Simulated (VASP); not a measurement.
# Nb in VASP: a series of runs

Runs on Nb. Level: PBEsol. Tasks: single point.

All numbers are computed with VASP 6.6.1; they aren't measurements. Logs are shortened: lines on timing, memory, paths and dates and some standing lists are left out, and cuts for length are marked.

### 1 The cell of the first run

The cell holds a slab with vacuum, 5 atoms: a = 2.834 Å, b = 2.834 Å, c = 24.256 Å, α = 90.00°, β = 90.00°, γ = 109.47°.

### 2 Single point, PBEsol

INCAR reads:

```
PREC = Accurate ; ENCUT = 520
EDIFF = 1E-6 ; ISMEAR = 0
SIGMA = 0.1 ; LREAL = False
LASPH = True ; NELM = 80
ALGO = Fast ; ISIF = 2
LWAVE = False ; LCHARG = True
LDIPOL = True ; IDIPOL = 3
DIPOL = 0.5 0.5 0.500 ; GGA = PS
LELF = True ; LVHAR = True
LVACPOTAV = True ; NBANDS = 40
```

KPOINTS reads:

```
Automatic mesh
0
Gamma
  13 13 1
```

POSCAR reads:

```
Nb
1.0
    2.8340200723      0.0000000000      0.0000000000
   -0.9446733574      2.6719397482      0.0000000000
    0.0000000000      0.0000000000     24.2558707973
Nb
5
Direct
    0.5000000000      0.5000000000      0.3092034940
    0.0000000000      0.0000000000      0.4046017470
    0.5000000000      0.5000000000      0.5000000000
    0.0000000000      0.0000000000      0.5953982530
    0.5000000000      0.5000000000      0.6907965060
```

Potentials or basis: VASP PAW PBE potentials, release 64 (Nb_sv).

Run with:

```console
$ cat potpaw_PBE.64/Nb_sv/POTCAR > POTCAR
$ mpirun -np 1 vasp_std > vasp.out
```

OUTCAR:

```text
PREC = Accurate
   ENCUT = 520
   EDIFF = 1E-6
   ISMEAR = 0
   LREAL = False
   LASPH = True
   NELM = 80
   ISIF = 2
   GGA = PS

 ion  position               nearest neighbor table
   1  0.500  0.500  0.309-   2 2.83   2 2.83
   2  0.000  0.000  0.405-   1 2.83   3 2.83   1 2.83   3 2.83
   3  0.500  0.500  0.500-   2 2.83   4 2.83   2 2.83   4 2.83
   4  0.000  0.000  0.595-   3 2.83   5 2.83   3 2.83   5 2.83
   5  0.500  0.500  0.691-   4 2.83   4 2.83

  LATTYP: Found a base centered orthorhombic cell.
 ALAT       =     3.2724445033
 B/A-ratio  =     1.4142135624
 C/A-ratio  =     7.4121565004

  Lattice vectors:

 A1 = (   2.8340200723,   0.0000000000,   0.0000000000)
 A2 = (  -0.9446733574,   2.6719397482,   0.0000000000)
 A3 = (   0.0000000000,   0.0000000000,  24.2558707973)

Analysis of symmetry for initial positions (statically):
=====================================================================
 Subroutine PRICEL returns:
 Original cell was already a primitive cell.

 Routine SETGRP: Setting up the symmetry group for a
 base centered orthorhombic supercell.

 Subroutine GETGRP returns: Found  8 space group operations
 (whereof  8 operations were pure point group operations)
 out of a pool of  8 trial point group operations.

The static configuration has the point symmetry D_2h.

Analysis of symmetry for dynamics (positions and initial velocities):
=====================================================================
 Subroutine PRICEL returns:
 Original cell was already a primitive cell.

 Routine SETGRP: Setting up the symmetry group for a
 base centered orthorhombic supercell.

 Subroutine GETGRP returns: Found  8 space group operations
 (whereof  8 operations were pure point group operations)
 out of a pool of  8 trial point group operations.

The dynamic configuration has the point symmetry D_2h.

 Subroutine INISYM returns: Found  8 space group operations
 (whereof  8 operations are pure point group operations),
 and found     1 'primitive' translations

----------------------------------------------------------------------------------------

                                     Primitive cell

  volume of cell :     183.6735

  direct lattice vectors                    reciprocal lattice vectors
     2.834020072  0.000000000  0.000000000     0.352855652  0.124753312  0.000000000
    -0.944673357  2.671939748  0.000000000     0.000000000  0.374259936  0.000000000
[... 93 lines left out ...]
   EDIFFG = 0.1E-04   stopping-criterion for IOM
   NSW    =      0    number of steps for IOM
   IBRION =     -1    ionic relax: 0-MD 1-quasi-New 2-CG
   NFREE  =      0    steps in history (QN), initial steepest desc. (CG)
   ISIF   =      2    stress and relaxation
   ISYM   =      2    0-nonsym 1-usesym 2-fastsym
   POTIM  = 0.5000    time-step for ionic-motion
   TEBEG  =    0.0;   TEEND  =   0.0 temperature during run
   PSTRESS=    0.0 pullay stress
   NELECT =      65.0000    total number of electrons
   NUPDOWN=      -1.0000    fix difference up-down
   EMIN   =  10.00;   EMAX   =-10.00  energy-range for DOS
   EFERMI =   0.00;   METHOD = LEGACY
   ISMEAR =     0;   SIGMA  =   0.10  broadening in eV -4-tet -1-fermi 0-gaus
   EFERMI_NEDOS =   21; number of points for ismear=-14 and -15
   IALGO  =     68    algorithm
   IMIX   =      4    mixing-type and parameters
     AMIX     =   0.40;   BMIX     =  1.00
     AMIX_MAG =   1.60;   BMIX_MAG =  1.00
  volume/ion in A,a.u.               =      36.73       247.90
  Fermi-wavevector in a.u.,A,eV,Ry     =   1.157970  2.188245 18.243963  1.340893
  Thomas-Fermi vector in A             =   2.294576
   LORBIT       =      0    0 simple, 1 ext, 2 COOP (PROOUT), +10 PAW based schemes
   GGA     = PS    functional components
   LHFCALC =     F    Hartree Fock is set to
   AEXX    =    0.0000 exact exchange contribution
   IVDW    =     0    specifies the selected vdW correction
   LEPSILON=     F    determine dielectric tensor
   LRPA    =     F    only Hartree local field effects (RPA)
 non-spin polarized calculation
 RMM-DIIS sequential band-by-band and
 Gauss-broadening in eV      SIGMA  =   0.10
  energy-cutoff  :      520.00
  volume of cell :      183.67
 maximum number of plane-waves:      4980
 NGX is ok and might be reduce to    24
   NGX = 11   NGY = 11   NGZ = 91

 dipolmoment           0.000000      0.000000      0.000000 electrons x Angstroem

 number of electron      65.0000005 magnetization

 dipolmoment           0.000000      0.000000     -0.000000 electrons x Angstroem

 Free energy of the ion-electron system (eV)
  ---------------------------------------------------
  ext. energy  EPLUGINS =         0.00000000
  ---------------------------------------------------
  free energy    TOTEN  =       -52.54284618 eV

  energy without entropy =      -52.50216895  energy(sigma->0) =      -52.52250757

 E-fermi :   3.1843     XC(G=0):  -6.9833

 val. band max:        3.1795406647   @ k =   0.3077  -0.0000   0.0000
 cond. band min:       3.1912713486   @ k =  -0.4615   0.2308   0.0000
 fundamental gap:      0.0117306839
 Fermi energy:         3.1843192225

 k-point     1 :       0.0000    0.0000    0.0000
  band No.  band energies     occupation
      1     -51.3080      2.00000
      2     -51.3071      2.00000
      3     -51.0214      2.00000
      4     -50.9457      2.00000
      5     -50.8246      2.00000
      6     -27.8217      2.00000
[... 1021 lines left out ...]
     39       6.1519      0.00000
     40       6.5472      0.00000

 [... further k-points ...]
[... 5 lines left out ...]
  --------------------------------------------------------------------------------------
  -------------------------------------------------------------------------------------
  Total       -4.8172891     -4.4664814     -2.2465128      0.4961171      0.0000000      0.0000000
  in kB      -42.0210445    -38.9609606    -19.5962528      4.3276121      0.0000000      0.0000000
  external PRESSURE =     -33.5260860 kB  Pullay stress =       0.0000000 kB

 VOLUME and BASIS-vectors are now :
 -----------------------------------------------------------------------------
  energy-cutoff  :      520.00
  volume of cell :      183.67
      direct lattice vectors                 reciprocal lattice vectors
     2.834020072  0.000000000  0.000000000     0.352855652  0.124753312  0.000000000
    -0.944673357  2.671939748  0.000000000     0.000000000  0.374259936  0.000000000
     0.000000000  0.000000000 24.255870797     0.000000000  0.000000000  0.041227133

 POSITION                                       TOTAL-FORCE (eV/Angst)
 -----------------------------------------------------------------------------------
      0.94467      1.33597      7.50000        -0.000000      0.000000      0.403129
      0.00000      0.00000      9.81397         0.000000     -0.000000     -0.345347
      0.94467      1.33597     12.12794         0.000000      0.000000      0.000000
      0.00000      0.00000     14.44190        -0.000000      0.000000      0.345347
      0.94467      1.33597     16.75587         0.000000     -0.000000     -0.403129
 -----------------------------------------------------------------------------------
    total drift:                                0.000000      0.000000     -0.000000

  FREE ENERGIE OF THE ION-ELECTRON SYSTEM (eV)
  ---------------------------------------------------
  free  energy   TOTEN  =       -52.5428461795 eV

  energy  without entropy=      -52.5021689516  energy(sigma->0) =      -52.52250757

 vacuum level on the upper side and lower side of the slab         7.857         7.857
```

OSZICAR:

```text
N       E                     dE             d eps       ncg     rms          rms(c)
DAV:   1     0.822081740705E+03    0.82208E+03   -0.36386E+04  4648   0.155E+03
DAV:   2     0.162484153793E+02   -0.80583E+03   -0.78539E+03  4960   0.644E+02
DAV:   3    -0.506043353016E+02   -0.66853E+02   -0.65104E+02  6560   0.127E+02
[... 34 lines left out ...]
RMM:  38    -0.525428409920E+02   -0.25658E-05   -0.22118E-05  4418   0.165E-02    0.295E-02
RMM:  39    -0.525428426301E+02   -0.16381E-05   -0.18524E-05  4202   0.151E-02    0.293E-02
RMM:  40    -0.525428441718E+02   -0.15417E-05   -0.15956E-05  4012   0.135E-02    0.300E-02
RMM:  41    -0.525428452707E+02   -0.10989E-05   -0.12354E-05  3756   0.124E-02    0.300E-02
RMM:  42    -0.525428461795E+02   -0.90872E-06   -0.99020E-06  3568   0.112E-02
   1 F= -.52542846E+02 E0= -.52522508E+02  d E =-.406772E-01
```

Run time: 12 min. Hardware: 1 thread of Intel Xeon 6975P-C (Granite Rapids), shared host; peak memory 0.47 GiB.

Results:

| Item | Value |
| --- | --- |
| Free energy | -52.5428 eV |
| Largest force | 0.403 eV/Å |
| Band gap on the k mesh | zero (an odd number of electrons rules out a gap without spin polarisation) |

Forces on the atoms (eV/Å):
```
Nb   0.000  0.000  0.403
Nb   0.000  0.000 -0.345
Nb   0.000  0.000  0.000
Nb   0.000  0.000  0.345
Nb   0.000  0.000 -0.403
```

Caveat: the PAW data sets were made with another functional, which shifts forces and pressure a little.

### 3 Single point, PBEsol

INCAR reads:

```
SYSTEM = Nb
PREC = Accurate ; ENCUT = 520
EDIFF = 1E-7 ; ISMEAR = 0
SIGMA = 0.1 ; LREAL = .FALSE.
LASPH = .TRUE. ; NELM = 60
ALGO = Fast ; ISIF = 2
LWAVE = .FALSE. ; LCHARG = .FALSE.
LDIPOL = .TRUE. ; IDIPOL = 3
DIPOL = 0.5 0.5 0.500 ; GGA = PS
NBANDS = 40
```

KPOINTS reads:

```
Automatic mesh
0
G
  13 13 1
  0 0 0
```

POSCAR reads:

```
Nb
1.0
    2.8340200723      0.0000000000      0.0000000000
   -0.9446733574      2.6719397482      0.0000000000
    0.0000000000      0.0000000000     24.2558707973
Nb
5
Direct
    0.5000000000      0.5000000000      0.3132665126
    0.0000000000      0.0000000000      0.4047377910
    0.5000000000      0.5000000000      0.4999999991
    0.0000000000      0.0000000000      0.5952622090
    0.5000000000      0.5000000000      0.6867334883
```

Potentials or basis: VASP PAW PBE potentials, release 64 (Nb_sv).

Run with:

```console
$ cat potpaw_PBE.64/Nb_sv/POTCAR > POTCAR
$ mpirun -np 1 vasp_std > vasp.out
```

It took 15 min on 1 thread of Intel Xeon 6975P-C (Granite Rapids), shared host; peak memory 0.47 GiB.

The run converged. Its results:

```
Free energy            : -52.5831 eV
Largest force          : 0.010 eV/Å
Band gap on the k mesh : zero (an odd number of electrons rules out a gap without spin polarisation)
```

Forces on the atoms (eV/Å):
```
Nb   0.000  0.000  0.010
Nb   0.000  0.000 -0.001
Nb   0.000  0.000  0.000
Nb   0.000  0.000  0.001
Nb   0.000  0.000 -0.010
```

Levels at points of the mesh, in eV from the Fermi level:
```tsv
k point	band 28	band 29	band 30	band 31	band 32	band 33	band 34	band 35	band 36	band 37
(0.00, 0.00, 0.00)	-0.93	-0.47	-0.33	-0.26	0.22	0.26	0.27	0.48	1.16	1.21
```

Caveat: the PAW data sets were made with another functional, which shifts forces and pressure a little.
